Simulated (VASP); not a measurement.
# WC2 (R-3m) in VASP: a series of runs

WC2 is run at these levels: PBE; tasks: single point, relaxation of cell and atoms.

All numbers are computed with VASP 6.6.1; they aren't measurements. Logs are shortened: lines on timing, memory, paths and dates and some standing lists are left out, and cuts for length are marked.

## Step 1: The cell of the first run

It takes space group R-3m (No. 166, trigonal). The conventional cell has a = 3.131 Å, b = 3.131 Å, c = 14.143 Å, α = 90.00°, β = 90.00°, γ = 120.00°. Within 2.8 Å of W (site symmetry -3m) lie 6 C at 2.09 Å. C (site symmetry 3m) has 3 W at 2.09 Å and 3 C at 2.78 Å within 2.8 Å.

## Step 2: Single point, PBE

Input file INCAR:

```
SYSTEM = WC2
PREC = Accurate
ENCUT = 520
EDIFF = 1E-7
ISMEAR = 0
SIGMA = 0.1
LREAL = .FALSE.
LASPH = .TRUE.
NELM = 60
ALGO = Normal
ISIF = 2
LWAVE = .FALSE.
LCHARG = .FALSE.
GGA = PE
NBANDS = 18
```

Input file KPOINTS:

```
regular mesh
0
G
  9 9 9
  0 0 0
```

Input file POSCAR:

```
WC2
1.0
    1.5653497000      0.9037550707      4.7141911045
   -1.5653497000      0.9037550707      4.7141911045
    0.0000000000     -1.8075101414      4.7141911045
W C
1 2
Direct
    0.0000000000      0.0000000000      0.0000000000
    0.7413005470      0.7413005470      0.7413005470
    0.2586994530      0.2586994530      0.2586994530
```

Potentials or basis: VASP PAW PBE potentials, release 64 (W_sv, C).

Run with:

```sh
> cat potpaw_PBE.64/W_sv/POTCAR potpaw_PBE.64/C/POTCAR > POTCAR
> mpirun -np 1 vasp_std > vasp.out
```

OUTCAR:

```text
SYSTEM = WC2
   PREC = Accurate
   ENCUT = 520
   EDIFF = 1E-7
   ISMEAR = 0
   LREAL = .FALSE.
   LASPH = .TRUE.
   NELM = 60
   ISIF = 2
   GGA = PE

 ion  position               nearest neighbor table
   1  0.000  0.000  0.000-   2 2.09   2 2.09   3 2.09   3 2.09   2 2.09   3 2.09
   2  0.741  0.741  0.741-   1 2.09   1 2.09   1 2.09
   3  0.259  0.259  0.259-   1 2.09   1 2.09   1 2.09

  LATTYP: Found a trigonal (rhomboedric) cell.
 ALAT       =     5.0488306251
 COS(alpha) =     0.8077478783

  Lattice vectors:

 A1 = (   1.5653497000,   0.9037550707,   4.7141911045)
 A2 = (  -1.5653497000,   0.9037550707,   4.7141911045)
 A3 = (   0.0000000000,  -1.8075101414,   4.7141911045)

Analysis of symmetry for initial positions (statically):
=====================================================================
 Subroutine PRICEL returns:
 Original cell was already a primitive cell.

 Routine SETGRP: Setting up the symmetry group for a
 trigonal (rhombohedral) supercell.

 Subroutine GETGRP returns: Found 12 space group operations
 (whereof 12 operations were pure point group operations)
 out of a pool of 12 trial point group operations.

The static configuration has the point symmetry D_3d.

Analysis of symmetry for dynamics (positions and initial velocities):
=====================================================================
 Subroutine PRICEL returns:
 Original cell was already a primitive cell.

 Routine SETGRP: Setting up the symmetry group for a
 trigonal (rhombohedral) supercell.

 Subroutine GETGRP returns: Found 12 space group operations
 (whereof 12 operations were pure point group operations)
 out of a pool of 12 trial point group operations.

The dynamic configuration has the point symmetry D_3d.

 Subroutine INISYM returns: Found 12 space group operations
 (whereof 12 operations are pure point group operations),
 and found     1 'primitive' translations

----------------------------------------------------------------------------------------

                                     Primitive cell

  volume of cell :      40.0148

  direct lattice vectors                    reciprocal lattice vectors
     1.565349700  0.903755071  4.714191105     0.319417444  0.184415747  0.070708490
    -1.565349700  0.903755071  4.714191105    -0.319417444  0.184415747  0.070708490
     0.000000000 -1.807510141  4.714191105     0.000000000 -0.368831494  0.070708490

  length of vectors
     5.048830625  5.048830625  5.048830625     0.375548082  0.375548082  0.375548082

  position of ions in fractional coordinates (direct lattice)
     0.000000000  0.000000000  0.000000000
     0.741300547  0.741300547  0.741300547
     0.258699453  0.258699453  0.258699453

  ion indices of the primitive-cell ions
   primitive index   ion index
                 1           1
                 2           2
                 3           3

----------------------------------------------------------------------------------------

 KPOINTS: regular mesh

Automatic generation of k-mesh.
 Grid dimensions read from file:
 generate k-points for:    9    9    9

 Generating k-lattice:

  Cartesian coordinates                     Fractional coordinates (reciprocal lattice)
     0.035490827  0.020490639  0.007856499     0.111111111  0.000000000 -0.000000000
    -0.035490827  0.020490639  0.007856499     0.000000000  0.111111111 -0.000000000
     0.000000000 -0.040981277  0.007856499    -0.000000000 -0.000000000  0.111111111

  Length of vectors
     0.041727565  0.041727565  0.041727565

  Shift w.r.t. Gamma in fractional coordinates (k-lattice)
     0.000000000  0.000000000  0.000000000

 Subroutine IBZKPT returns following result:
 ===========================================

 Found     85 irreducible k-points:

 Following reciprocal coordinates:
            Coordinates               Weight
  0.000000  0.000000  0.000000      1.000000
  0.111111 -0.000000  0.000000      6.000000
  0.222222  0.000000  0.000000      6.000000
  0.333333  0.000000  0.000000      6.000000
  0.444444  0.000000  0.000000      6.000000
  0.111111  0.111111  0.000000      6.000000
[... 16 lines left out ...]
 -0.333333  0.333333  0.000000      6.000000
  0.444444  0.444444  0.000000      6.000000
 [... further k-points ...]
   k-points           NKPTS =     85   k-points in BZ     NKDIM =     85   number of bands    NBANDS=     18
   number of dos      NEDOS =    301   number of ions     NIONS =      3
   total plane-waves  NPLWV =  64000
   dimension x,y,z NGX =    40 NGY =   40 NGZ =   40
   dimension x,y,z NGXF=    80 NGYF=   80 NGZF=   80
   ions per type =               1   2
   NGX,Y,Z   is equivalent  to a cutoff of  13.17, 13.17, 13.17 a.u.
   NGXF,Y,Z  is equivalent  to a cutoff of  26.34, 26.34, 26.34 a.u.
 SYSTEM =  WC2
   PREC   = accura    normal or accurate (medium, high low for compatibility)
   ISTART =      0    job   : 0-new  1-cont  2-samecut
   ICHARG =      2    charge: 1-file 2-atom 10-const
   ISPIN  =      1    spin polarized calculation?
   LNONCOLLINEAR =      F non collinear calculations
   LSORBIT =      F    spin-orbit coupling
   LASPH  =      T    aspherical Exc in radial PAW
   ENCUT  =  520.0 eV  38.22 Ry    6.18 a.u.   9.39  9.39  9.39*2*pi/ulx,y,z
   NELM   =     60;   NELMIN=  2; NELMDL= -5     # of ELM steps
   EDIFF  = 0.1E-06   stopping-criterion for ELM
   LREAL  =      F    real-space projection
   EDIFFG = 0.1E-05   stopping-criterion for IOM
   NSW    =      0    number of steps for IOM
   IBRION =     -1    ionic relax: 0-MD 1-quasi-New 2-CG
   NFREE  =      0    steps in history (QN), initial steepest desc. (CG)
   ISIF   =      2    stress and relaxation
   ISYM   =      2    0-nonsym 1-usesym 2-fastsym
   POTIM  = 0.5000    time-step for ionic-motion
   TEBEG  =    0.0;   TEEND  =   0.0 temperature during run
   PSTRESS=    0.0 pullay stress
   NELECT =      22.0000    total number of electrons
   NUPDOWN=      -1.0000    fix difference up-down
   EMIN   =  10.00;   EMAX   =-10.00  energy-range for DOS
   EFERMI =   0.00;   METHOD = LEGACY
   ISMEAR =     0;   SIGMA  =   0.10  broadening in eV -4-tet -1-fermi 0-gaus
   EFERMI_NEDOS =   21; number of points for ismear=-14 and -15
   IALGO  =     38    algorithm
   IMIX   =      4    mixing-type and parameters
     AMIX     =   0.40;   BMIX     =  1.00
     AMIX_MAG =   1.60;   BMIX_MAG =  1.00
  volume/ion in A,a.u.               =      13.34        90.01
  Fermi-wavevector in a.u.,A,eV,Ry     =   1.341144  2.534395 24.472368  1.798668
  Thomas-Fermi vector in A             =   2.469401
   LORBIT       =      0    0 simple, 1 ext, 2 COOP (PROOUT), +10 PAW based schemes
   GGA     = PE    functional components
   LHFCALC =     F    Hartree Fock is set to
   AEXX    =    0.0000 exact exchange contribution
   IVDW    =     0    specifies the selected vdW correction
   LEPSILON=     F    determine dielectric tensor
   LRPA    =     F    only Hartree local field effects (RPA)
 non-spin polarized calculation
 Gauss-broadening in eV      SIGMA  =   0.10
  energy-cutoff  :      520.00
  volume of cell :       40.01
 maximum number of plane-waves:      1093
 NGX is ok and might be reduce to    40
   NGX = 19   NGY = 19   NGZ = 19

 number of electron      22.0000001 magnetization

 Free energy of the ion-electron system (eV)
  ---------------------------------------------------
  ext. energy  EPLUGINS =         0.00000000
  ---------------------------------------------------
  free energy    TOTEN  =       -26.32141218 eV

  energy without entropy =      -26.31294547  energy(sigma->0) =      -26.31717882

 E-fermi :   5.0402     XC(G=0): -11.0497

 val. band max:        5.0260748413   @ k =  -0.3333   0.2222   0.1111
 cond. band min:       5.0520470408   @ k =  -0.2222   0.2222   0.2222
 fundamental gap:      0.0259721995
 Fermi energy:         5.0402123650

 k-point     1 :       0.0000    0.0000    0.0000
  band No.  band energies     occupation
      1     -69.0413      2.00000
      2     -33.1973      2.00000
      3     -33.1781      2.00000
      4     -33.1781      2.00000
      5      -8.1384      2.00000
      6      -3.0770      2.00000
[... 10 lines left out ...]
     17      14.0660      0.00000
     18      14.6593      0.00000

 k-point     2 :       0.1111   -0.0000    0.0000
  band No.  band energies     occupation
      1     -69.0386      2.00000
      2     -33.2315      2.00000
      3     -33.1903      2.00000
      4     -33.1894      2.00000
      5      -7.8358      2.00000
      6      -3.4427      2.00000
[... 10 lines left out ...]
     17      13.8278      0.00000
     18      15.6285      0.00000

 k-point     3 :       0.2222    0.0000    0.0000
  band No.  band energies     occupation
      1     -69.0318      2.00000
      2     -33.3647      2.00000
      3     -33.2212      2.00000
      4     -33.1694      2.00000
      5      -7.0293      2.00000
      6      -4.1221      2.00000
[... 10 lines left out ...]
     17      13.4858      0.00000
     18      16.3005      0.00000

 k-point     4 :       0.3333    0.0000    0.0000
  band No.  band energies     occupation
      1     -69.0241      2.00000
      2     -33.5125      2.00000
      3     -33.2561      2.00000
      4     -33.1466      2.00000
      5      -6.1542      2.00000
      6      -4.4301      2.00000
[... 375 lines left out ...]
      4     -33.1253      2.00000
      5      -5.1319      2.00000
      6      -4.5032      2.00000
[... 10 lines left out ...]
     17      14.0937      0.00000
     18      17.0742      0.00000

 k-point    23 :      -0.3333    0.3333    0.0000
  band No.  band energies     occupation
      1     -69.0155      2.00000
      2     -33.4869      2.00000
      3     -33.4869      2.00000
      4     -33.1213      2.00000
      5      -4.7331      2.00000
      6      -4.7311      2.00000
[... 10 lines left out ...]
     17      13.9444      0.00000
     18      18.0656      0.00000

 k-point    24 :       0.4444    0.4444    0.0000
  band No.  band energies     occupation
      1     -69.0191      2.00000
      2     -33.6070      2.00000
      3     -33.2788      2.00000
      4     -33.1319      2.00000
      5      -5.7796      2.00000
      6      -4.0631      2.00000
[... 10 lines left out ...]
     17      14.5955      0.00000
     18      15.3680      0.00000

 [... further k-points ...]
[... 5 lines left out ...]
  --------------------------------------------------------------------------------------
  -------------------------------------------------------------------------------------
  Total        0.2105170      0.2105170      0.1417890      0.0000000      0.0000000      0.0000000
  in kB        8.4290211      8.4290211      5.6771796      0.0000000      0.0000000      0.0000000
  external PRESSURE =       7.5117406 kB  Pullay stress =       0.0000000 kB

 VOLUME and BASIS-vectors are now :
 -----------------------------------------------------------------------------
  energy-cutoff  :      520.00
  volume of cell :       40.01
      direct lattice vectors                 reciprocal lattice vectors
     1.565349700  0.903755071  4.714191105     0.319417444  0.184415747  0.070708490
    -1.565349700  0.903755071  4.714191105    -0.319417444  0.184415747  0.070708490
     0.000000000 -1.807510141  4.714191105     0.000000000 -0.368831494  0.070708490

 POSITION                                       TOTAL-FORCE (eV/Angst)
 -----------------------------------------------------------------------------------
      0.00000      0.00000      0.00000         0.000000     -0.000000      0.000000
      0.00000      0.00000     10.48390         0.000000      0.000000      0.059522
      0.00000      0.00000      3.65868         0.000000      0.000000     -0.059522
 -----------------------------------------------------------------------------------
    total drift:                               -0.000000      0.000000      0.000000

  FREE ENERGIE OF THE ION-ELECTRON SYSTEM (eV)
  ---------------------------------------------------
  free  energy   TOTEN  =       -26.3214121760 eV

  energy  without entropy=      -26.3129454706  energy(sigma->0) =      -26.31717882
```

Run time: 2.8 min. Hardware: 1 thread of Intel Xeon Platinum 8259CL at 2.50GHz (Skylake/Cascade Lake), shared host; peak memory 0.27 GiB.

What came out:

- Free energy: -26.3214 eV
- Pressure: 0.8 GPa
- Largest force: 0.060 eV/Å
- Band gap on the k mesh: zero (bands 11 and 12 overlap by 1.16 eV)

Forces in eV/Å, atoms in the order of the input:
```
W    0.000  0.000  0.000
C    0.000  0.000  0.060
C    0.000  0.000 -0.060
```

Stress tensor (GPa, compression positive):
```
0.84 0.00 0.00
0.00 0.84 0.00
0.00 0.00 0.57
```

Levels at points of the mesh, in eV from the Fermi level:
```
           k point  band 9  band 10  band 11  band 12  band 13  band 14
(0.00, 0.00, 0.00)   -4.56     0.76     0.76     1.70     1.75     1.75
```

Caveat: spin-orbit coupling is left out, which moves the levels of the heavy elements.

[end of part 1 of 2]
